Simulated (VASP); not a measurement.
# Ca: vibrations by perturbation theory with rpbe exchange, lyp correlation

Ca:

```xyz
1
Lattice="-2.2400 2.2400 2.2400 2.2400 -2.2400 2.2400 2.2400 2.2400 -2.2400" Properties=species:S:1:pos:R:3 pbc="T T T"
Ca    0.0000    0.0000    0.0000
```

This isn't the form of Ca at room conditions, which is fcc.

```json
{"Program": "VASP 6.6.1", "Task": "vibrations by perturbation theory", "Functional": "rpbe exchange, lyp correlation", "Potentials or basis": "VASP PAW PBE potentials, release 64 (Ca_sv)", "Cutoff": "500 eV", "k mesh": "8 × 8 × 8", "Occupations": "methfessel-paxton, width 0.1 eV", "Spin": "collinear spin", "Starting moments": "[0.5] μB", "Dipole correction": "no", "Further INCAR settings": "ALGO = Normal; EDIFF = 1e-08; NBANDS = 15; IBRION = 8; NSW = 1"}
```

```json
{"Net moment": "0.00 μB per cell", "Valence electrons inside the program's atomic spheres": "Ca 8.07"}
```

Wall time 2.6 min on 1 thread of Intel(R) Xeon(R) Platinum 8488C (Sapphire Rapids), on a shared host, peak memory 0.29 GiB.
